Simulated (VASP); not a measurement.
# W2N (P-3m1) in VASP: further runs

Runs on W2N. Level: PBE. Tasks: single point.

Everything below comes from runs of VASP 6.6.1. Logs are shortened: lines on timing, memory, paths and dates and some standing lists are left out, and cuts for length are marked.

## 1. The cell of the first run

It takes space group P-3m1 (No. 164, trigonal). Conventional cell: a = 2.835 Å, b = 2.835 Å, c = 17.657 Å, α = 90.00°, β = 90.00°, γ = 120.00°. Within 2.9 Å of W (site symmetry 3m) lie 3 N at 2.10 Å and 7 W at 2.67 to 2.84 Å. W (site symmetry 3m) has 1 N at 1.97 Å within 2.6 Å. Within 2.9 Å of W (site symmetry 3m) lie 3 N at 2.19 Å and 7 W at 2.74 to 2.84 Å. Within 2.9 Å of N (site symmetry -3m) lie 6 W at 2.19 Å and 6 N at 2.84 Å. N (site symmetry 3m) has 4 W at 1.97 to 2.10 Å within 2.6 Å.

## 2. Single point, PBE

The input, INCAR:

```
PREC = Accurate ; ENCUT = 600
EDIFF = 1E-6 ; ISMEAR = 0
SIGMA = 0.1 ; LREAL = False
LASPH = True ; NELM = 120
ALGO = Normal ; ISIF = 2
LWAVE = False ; LCHARG = False
GGA = PE ; NBANDS = 60
GGA_COMPAT = False
```

The input, KPOINTS:

```
regular mesh
0
Gamma
  6 6 1
```

The input, POSCAR:

```
W2N
1.0
    2.8352056354      0.0000000000      0.0000000000
   -1.4176028177      2.4553601052      0.0000000000
    0.0000000000      0.0000000000     17.6566570000
W N
6 3
Direct
    0.0000000000      0.0000000000      0.0756870000
    0.0000000000      0.0000000000      0.9243130000
    0.3333333300      0.6666666700      0.2620270000
    0.6666666700      0.3333333300      0.7379730000
    0.3333333300      0.6666666700      0.4172000000
    0.6666666700      0.3333333300      0.5828000000
    0.0000000000      0.0000000000      0.5000000000
    0.3333333300      0.6666666700      0.1503330000
    0.6666666700      0.3333333300      0.8496670000
```

Potentials or basis: VASP PAW PBE potentials, release 64 (W_sv, N).

The run is started by

```bash
$ cat potpaw_PBE.64/W_sv/POTCAR potpaw_PBE.64/N/POTCAR > POTCAR
$ mpirun -np 1 vasp_std > vasp.out
```

OUTCAR:

```text
PREC = Accurate
   ENCUT = 600
   EDIFF = 1E-6
   ISMEAR = 0
   LREAL = False
   LASPH = True
   NELM = 120
   ISIF = 2
   GGA = PE

 ion  position               nearest neighbor table
   1  0.000  0.000  0.076-   8 2.10   8 2.10   8 2.10   2 2.67
   2  0.000  0.000  0.924-   9 2.10   9 2.10   9 2.10   1 2.67
   3  0.333  0.667  0.262-   8 1.97   5 2.74
   4  0.667  0.333  0.738-   9 1.97   6 2.74
   5  0.333  0.667  0.417-   7 2.19   7 2.19   7 2.19   3 2.74   6 3.35   6 3.35   6 3.35
   6  0.667  0.333  0.583-   7 2.19   7 2.19   7 2.19   4 2.74   5 3.35   5 3.35   5 3.35
   7  0.000  0.000  0.500-   5 2.19   6 2.19   5 2.19   6 2.19   6 2.19   5 2.19
   8  0.333  0.667  0.150-   3 1.97   1 2.10   1 2.10   1 2.10
   9  0.667  0.333  0.850-   4 1.97   2 2.10   2 2.10   2 2.10

  LATTYP: Found a hexagonal cell.
 ALAT       =     2.8352056354
 C/A-ratio  =     6.2276459878

  Lattice vectors:

 A1 = (   2.8352056354,   0.0000000000,   0.0000000000)
 A2 = (  -1.4176028177,   2.4553601052,   0.0000000000)
 A3 = (   0.0000000000,   0.0000000000,  17.6566570000)

Analysis of symmetry for initial positions (statically):
=====================================================================
 Subroutine PRICEL returns:
 Original cell was already a primitive cell.

 Routine SETGRP: Setting up the symmetry group for a
 hexagonal supercell.

 Subroutine GETGRP returns: Found 12 space group operations
 (whereof 12 operations were pure point group operations)
 out of a pool of 24 trial point group operations.

The static configuration has the point symmetry D_3d.

Analysis of symmetry for dynamics (positions and initial velocities):
=====================================================================
 Subroutine PRICEL returns:
 Original cell was already a primitive cell.

 Routine SETGRP: Setting up the symmetry group for a
 hexagonal supercell.

 Subroutine GETGRP returns: Found 12 space group operations
 (whereof 12 operations were pure point group operations)
 out of a pool of 24 trial point group operations.

The dynamic configuration has the point symmetry D_3d.

 Subroutine INISYM returns: Found 12 space group operations
 (whereof 12 operations are pure point group operations),
 and found     1 'primitive' translations

----------------------------------------------------------------------------------------
[... 95 lines left out ...]
   ISIF   =      2    stress and relaxation
   ISYM   =      2    0-nonsym 1-usesym 2-fastsym
   POTIM  = 0.5000    time-step for ionic-motion
   TEBEG  =    0.0;   TEEND  =   0.0 temperature during run
   PSTRESS=    0.0 pullay stress
   NELECT =      99.0000    total number of electrons
   NUPDOWN=      -1.0000    fix difference up-down
   EMIN   =  10.00;   EMAX   =-10.00  energy-range for DOS
   EFERMI =   0.00;   METHOD = LEGACY
   ISMEAR =     0;   SIGMA  =   0.10  broadening in eV -4-tet -1-fermi 0-gaus
   EFERMI_NEDOS =   21; number of points for ismear=-14 and -15
   IALGO  =     38    algorithm
   IMIX   =      4    mixing-type and parameters
     AMIX     =   0.40;   BMIX     =  1.00
     AMIX_MAG =   1.60;   BMIX_MAG =  1.00
  volume/ion in A,a.u.               =      13.66        92.16
  Fermi-wavevector in a.u.,A,eV,Ry     =   1.523177  2.878388 31.566460  2.320069
  Thomas-Fermi vector in A             =   2.631656
   LORBIT       =      0    0 simple, 1 ext, 2 COOP (PROOUT), +10 PAW based schemes
   GGA     = PE    functional components
   LHFCALC =     F    Hartree Fock is set to
   AEXX    =    0.0000 exact exchange contribution
   IVDW    =     0    specifies the selected vdW correction
   LEPSILON=     F    determine dielectric tensor
   LRPA    =     F    only Hartree local field effects (RPA)
 non-spin polarized calculation
 Gauss-broadening in eV      SIGMA  =   0.10
  energy-cutoff  :      600.00
  volume of cell :      122.92
 maximum number of plane-waves:      4115
 NGX is ok and might be reduce to    24
   NGX = 11   NGY = 11   NGZ = 71

 number of electron      99.0000006 magnetization

 Free energy of the ion-electron system (eV)
  ---------------------------------------------------
  ext. energy  EPLUGINS =         0.00000000
  ---------------------------------------------------
  free energy    TOTEN  =       -97.97414077 eV

  energy without entropy =      -97.94386109  energy(sigma->0) =      -97.95900093

 E-fermi :   9.8929     XC(G=0): -13.0067

 val. band max:        9.8889323847   @ k =   0.1667   0.0000   0.0000
 cond. band min:      10.1418303083   @ k =   0.3333   0.3333   0.0000
 fundamental gap:      0.2528979237
 Fermi energy:         9.8929362505

 k-point     1 :       0.0000    0.0000    0.0000
  band No.  band energies     occupation
      1     -64.5401      2.00000
      2     -64.5355      2.00000
      3     -64.5067      2.00000
      4     -64.5047      2.00000
      5     -64.4057      2.00000
      6     -64.3664      2.00000
[... 430 lines left out ...]
     59      13.3081      0.00000
     60      13.3081      0.00000

------------------------ aborting loop because EDIFF is reached ----------------------------------------

  FORCE on cell =-STRESS in cart. coord.  units (eV):
  Direction    XX          YY          ZZ          XY          YZ          ZX
  --------------------------------------------------------------------------------------
  -------------------------------------------------------------------------------------
  Total       -0.2431164     -0.2431164     -1.5000964      0.0000000      0.0000000      0.0000000
  in kB       -3.1689584     -3.1689584    -19.5533650      0.0000000      0.0000000      0.0000000
  external PRESSURE =      -8.6304273 kB  Pullay stress =       0.0000000 kB

 VOLUME and BASIS-vectors are now :
 -----------------------------------------------------------------------------
  energy-cutoff  :      600.00
  volume of cell :      122.92
      direct lattice vectors                 reciprocal lattice vectors
     2.835205635  0.000000000  0.000000000     0.352708103  0.203636118  0.000000000
    -1.417602818  2.455360105  0.000000000     0.000000000  0.407272236  0.000000000
     0.000000000  0.000000000 17.656657000     0.000000000  0.000000000  0.056635863

 POSITION                                       TOTAL-FORCE (eV/Angst)
 -----------------------------------------------------------------------------------
      0.00000      0.00000      1.33638        -0.000000     -0.000000     -0.348966
      0.00000      0.00000     16.32028         0.000000      0.000000      0.348966
     -0.00000      1.63691      4.62652         0.000000      0.000000      0.397511
      1.41760      0.81845     13.03014         0.000000     -0.000000     -0.397511
     -0.00000      1.63691      7.36636        -0.000000      0.000000     -0.420829
      1.41760      0.81845     10.29030         0.000000     -0.000000      0.420829
      0.00000      0.00000      8.82833        -0.000000      0.000000     -0.000000
     -0.00000      1.63691      2.65438        -0.000000     -0.000000      0.160723
      1.41760      0.81845     15.00228        -0.000000      0.000000     -0.160723
 -----------------------------------------------------------------------------------
    total drift:                                0.000000      0.000000      0.000000

  FREE ENERGIE OF THE ION-ELECTRON SYSTEM (eV)
  ---------------------------------------------------
  free  energy   TOTEN  =       -97.9741407658 eV

  energy  without entropy=      -97.9438610903  energy(sigma->0) =      -97.95900093
```

It took 2.1 min on 1 thread of Oxide Virtual Turin-like, shared host; peak memory 0.26 GiB.

What came out:

* Free energy: -97.9741 eV
* Pressure: -0.9 GPa
* Largest force: 0.421 eV/Å
* Band gap on the k mesh: zero (an odd number of electrons rules out a gap without spin polarisation)

Forces on the atoms (eV/Å):
```
W    0.000  0.000 -0.349
W    0.000  0.000  0.349
W    0.000  0.000  0.398
W    0.000  0.000 -0.398
W    0.000  0.000 -0.421
W    0.000  0.000  0.421
N    0.000  0.000  0.000
N    0.000  0.000  0.161
N    0.000  0.000 -0.161
```

Stress tensor (GPa, compression positive):
```
-0.32  0.00  0.00
 0.00 -0.32  0.00
 0.00  0.00 -1.96
```

Caveat: the k points lie up to 0.43 Å⁻¹ apart, too coarse for converged energies and pressures of a metal; spin-orbit coupling is left out, which moves the levels of the heavy elements.

## 3. Single point, PBE, collinear spin, zero start

The input, INCAR:

```
SYSTEM = W2N
ALGO = Normal ; EDIFF = 1E-6
ENCUT = 600 ; GGA = PE
GGA_COMPAT = .FALSE. ; ISIF = 2
ISMEAR = 0 ; ISPIN = 2
LASPH = .TRUE. ; LCHARG = .FALSE.
LMAXMIX = 4 ; LORBIT = 11
LREAL = .FALSE. ; LWAVE = .FALSE.
MAGMOM = 0 0 0 0 0 0 0 0 0 ; NBANDS = 64
NELM = 200 ; PREC = Accurate
SIGMA = 0.1
```

The input, KPOINTS:

```
k-points
0
G
  6 6 1
  0 0 0
```

POSCAR is that of step 2.

Potentials or basis: VASP PAW PBE potentials, release 64 (W_sv, N).

The run is started by

```bash
$ cat potpaw_PBE.64/W_sv/POTCAR potpaw_PBE.64/N/POTCAR > POTCAR
$ mpirun -np 1 vasp_std > vasp.out
```

OUTCAR:

```text
SYSTEM = W2N
   EDIFF = 1E-6
   ENCUT = 600
   GGA = PE
   ISIF = 2
   ISMEAR = 0
   ISPIN = 2
   LASPH = .TRUE.
   LORBIT = 11
   LREAL = .FALSE.
   NELM = 200
   PREC = Accurate

 ion  position               nearest neighbor table
   1  0.000  0.000  0.076-   8 2.10   8 2.10   8 2.10   2 2.67
   2  0.000  0.000  0.924-   9 2.10   9 2.10   9 2.10   1 2.67
   3  0.333  0.667  0.262-   8 1.97   5 2.74
   4  0.667  0.333  0.738-   9 1.97   6 2.74
   5  0.333  0.667  0.417-   7 2.19   7 2.19   7 2.19   3 2.74   6 3.35   6 3.35   6 3.35
   6  0.667  0.333  0.583-   7 2.19   7 2.19   7 2.19   4 2.74   5 3.35   5 3.35   5 3.35
   7  0.000  0.000  0.500-   5 2.19   6 2.19   5 2.19   6 2.19   6 2.19   5 2.19
   8  0.333  0.667  0.150-   3 1.97   1 2.10   1 2.10   1 2.10
   9  0.667  0.333  0.850-   4 1.97   2 2.10   2 2.10   2 2.10

[... 1133 lines left out ...]
      0.00000      0.00000      8.82833         0.000000      0.000000     -0.000000
     -0.00000      1.63691      2.65438        -0.000000     -0.000000      0.161029
      1.41760      0.81845     15.00228        -0.000000      0.000000     -0.161029
 -----------------------------------------------------------------------------------
    total drift:                                0.000000      0.000000      0.000000

  FREE ENERGIE OF THE ION-ELECTRON SYSTEM (eV)
  ---------------------------------------------------
  free  energy   TOTEN  =       -97.9741406980 eV

  energy  without entropy=      -97.9438632144  energy(sigma->0) =      -97.95900196

 total charge

# of ion       s       p       d       tot
------------------------------------------
    1        2.375   6.330   3.384  12.089
    2        2.375   6.330   3.384  12.089
    3        2.418   6.285   3.284  11.986
    4        2.418   6.285   3.284  11.986
    5        2.354   6.276   3.392  12.022
    6        2.354   6.276   3.392  12.022
    7        1.226   2.489   0.000   3.715
    8        1.263   2.467   0.000   3.730
    9        1.263   2.467   0.000   3.730
--------------------------------------------------
tot         18.046  45.203  20.121  83.369

 magnetization (x)

# of ion       s       p       d       tot
------------------------------------------
    1       -0.000  -0.000  -0.000  -0.000
    2       -0.000  -0.000  -0.000  -0.000
    3        0.000   0.000   0.000   0.000
    4        0.000   0.000   0.000   0.000
    5        0.000   0.000   0.000   0.000
    6        0.000   0.000   0.000   0.000
    7       -0.000   0.000   0.000   0.000
    8        0.000   0.000   0.000   0.000
    9        0.000   0.000   0.000   0.000
--------------------------------------------------
tot          0.000   0.000   0.000   0.001
```

OSZICAR:

```text
N       E                     dE             d eps       ncg     rms          rms(c)
DAV:   1     0.143739529079E+04    0.14374E+04   -0.59885E+04  1792   0.195E+03
DAV:   2     0.149299183199E+02   -0.14225E+04   -0.13737E+04  1808   0.617E+02
DAV:   3    -0.102392601619E+03   -0.11732E+03   -0.11033E+03  2040   0.167E+02
DAV:   4    -0.108085121488E+03   -0.56925E+01   -0.53929E+01  2192   0.317E+01
DAV:   5    -0.108219077847E+03   -0.13396E+00   -0.13348E+00  2144   0.470E+00    0.563E+01
DAV:   6    -0.102163896820E+03    0.60552E+01   -0.74274E+01  2416   0.338E+01    0.224E+01
DAV:   7    -0.181678983778E+03   -0.79515E+02   -0.40555E+02  2656   0.560E+01    0.486E+01
DAV:   8    -0.970442031342E+02    0.84635E+02   -0.20459E+02  2416   0.376E+01    0.109E+01
DAV:   9    -0.984833536423E+02   -0.14392E+01   -0.31206E+01  2144   0.148E+01    0.415E+00
DAV:  10    -0.979967949269E+02    0.48656E+00   -0.33717E+00  2160   0.579E+00    0.187E+00
DAV:  11    -0.979965427930E+02    0.25213E-03   -0.34511E-01  2192   0.237E+00    0.171E+00
DAV:  12    -0.979836118194E+02    0.12931E-01   -0.96487E-02  2240   0.187E+00    0.126E+00
DAV:  13    -0.979796749283E+02    0.39369E-02   -0.30233E-02  2208   0.871E-01    0.845E-01
DAV:  14    -0.979749601463E+02    0.47148E-02   -0.92098E-03  2240   0.556E-01    0.432E-01
DAV:  15    -0.979742428915E+02    0.71725E-03   -0.19979E-03  2400   0.214E-01    0.154E-01
DAV:  16    -0.979741515640E+02    0.91328E-04   -0.26439E-04  2256   0.742E-02    0.446E-02
DAV:  17    -0.979741413107E+02    0.10253E-04   -0.41229E-05  2216   0.304E-02    0.143E-02
DAV:  18    -0.979741406980E+02    0.61272E-06   -0.50528E-06  1744   0.107E-02
   1 F= -.97974141E+02 E0= -.97959002E+02  d E =-.302775E-01  mag=     0.0013
```

stdout:

```text
POSCAR found type information on POSCAR W N
 POSCAR found :  2 types and       9 ions
 scaLAPACK will be used
 LDA part: xc-table for (Slater+PW92), standard interpolation
 POSCAR, INCAR and KPOINTS ok, starting setup
 FFT: planning ... GRIDC
 FFT: planning ... GRID_SOFT
 FFT: planning ... GRID
 WAVECAR not read
 entering main loop
```

It took 4.5 min on 1 thread of Oxide Virtual Turin-like, shared host; peak memory 0.35 GiB.

What came out:

- Free energy: -97.9741 eV
- Pressure: -0.9 GPa
- Largest force: 0.421 eV/Å
- Net moment: 0.00 μB per cell
- Valence electrons inside the program's atomic spheres: W 12.09, 11.99, 12.02 (each value once); N 3.71, 3.73 (each value once)

Forces on the atoms (eV/Å):
```
W    0.000  0.000 -0.350
W    0.000  0.000  0.350
W    0.000  0.000  0.397
W    0.000  0.000 -0.397
W    0.000  0.000 -0.421
W    0.000  0.000  0.421
N    0.000  0.000  0.000
N    0.000  0.000  0.161
N    0.000  0.000 -0.161
```

Stress tensor (GPa, compression positive):
```
-0.32  0.00  0.00
 0.00 -0.32  0.00
 0.00  0.00 -1.94
```

Caveat: the k points lie up to 0.43 Å⁻¹ apart; no moment was typed at the start, so none could form; spin-orbit coupling is left out, which moves the levels of the heavy elements.

## 4. Single point, PBE

This run uses another cell than the first one, of 13.58 Å³/atom.

The input, INCAR:

```
SYSTEM = W2N
PREC = Accurate
ENCUT = 600
EDIFF = 1E-6
ISMEAR = 0
SIGMA = 0.1
LREAL = .False.
LASPH = .True.
NELM = 120
ALGO = Normal
ISIF = 2
LWAVE = .False.
LCHARG = .False.
GGA = PE
NBANDS = 60
GGA_COMPAT = .False.
```

The input, KPOINTS:

```
Automatic mesh
0
Gamma
  12 12 2
  0 0 0
```

The input, POSCAR:

```
W2N
1.0
    2.8327423466      0.0000000000      0.0000000000
   -1.4163711733      2.4532268345      0.0000000000
    0.0000000000      0.0000000000     17.5896328176
W N
6 3
Direct
    0.0000000000      0.0000000000      0.0758675264
    0.0000000000      0.0000000000      0.9241324736
    0.3333333333      0.6666666667      0.2622945113
    0.6666666667      0.3333333333      0.7377054887
    0.3333333333      0.6666666667      0.4174160774
    0.6666666667      0.3333333333      0.5825839226
    0.0000000000      0.0000000000      0.5000000000
    0.3333333333      0.6666666667      0.1503914905
    0.6666666667      0.3333333333      0.8496085095
```

The run is started by

```bash
$ cat potpaw_PBE.64/W_sv/POTCAR potpaw_PBE.64/N/POTCAR > POTCAR
$ mpirun -np 1 vasp_std > vasp.out
```

It took 12 min on 1 thread of Oxide Virtual Turin-like, shared host; peak memory 0.39 GiB.

It converged, with:

```yaml
Free_energy: -98.1355 eV
Pressure: 0.9 GPa
Largest_force: 0.079 eV/Å
Band_gap_on_the_k_mesh: zero (an odd number of electrons rules out a gap without spin polarisation)
```

Forces in eV/Å, atoms in the order of the input:
```
W    0.000  0.000 -0.079
W    0.000  0.000  0.079
W    0.000  0.000  0.067
W    0.000  0.000 -0.067
W    0.000  0.000 -0.076
W    0.000  0.000  0.076
N    0.000  0.000  0.000
N    0.000  0.000  0.023
N    0.000  0.000 -0.023
```

Stress tensor (GPa, compression positive):
```
0.77 0.00 0.00
0.00 0.77 0.00
0.00 0.00 1.11
```

Levels at points of the mesh, in eV from the Fermi level:
```tsv
k point	band 46	band 47	band 48	band 49	band 50	band 51	band 52	band 53	band 54	band 55
(0.00, 0.00, 0.00)	-0.92	-0.65	-0.40	-0.40	-0.34	-0.34	0.43	0.43	0.45	0.45
(0.50, 0.00, 0.00)	-0.77	-0.52	0.52	0.74	0.91	1.06	1.09	2.40	2.47	3.06
(0.00, 0.00, 0.50)	-0.80	-0.77	-0.40	-0.40	-0.34	-0.34	0.43	0.43	0.45	0.45
(0.50, 0.00, 0.50)	-0.63	-0.37	0.42	0.63	0.74	1.17	1.37	2.01	2.53	3.46
```

Caveat: spin-orbit coupling is left out, which moves the levels of the heavy elements.

[end of part 1 of 2]

The gap in the log of VASP goes by the Fermi energy; the results here count the filled bands.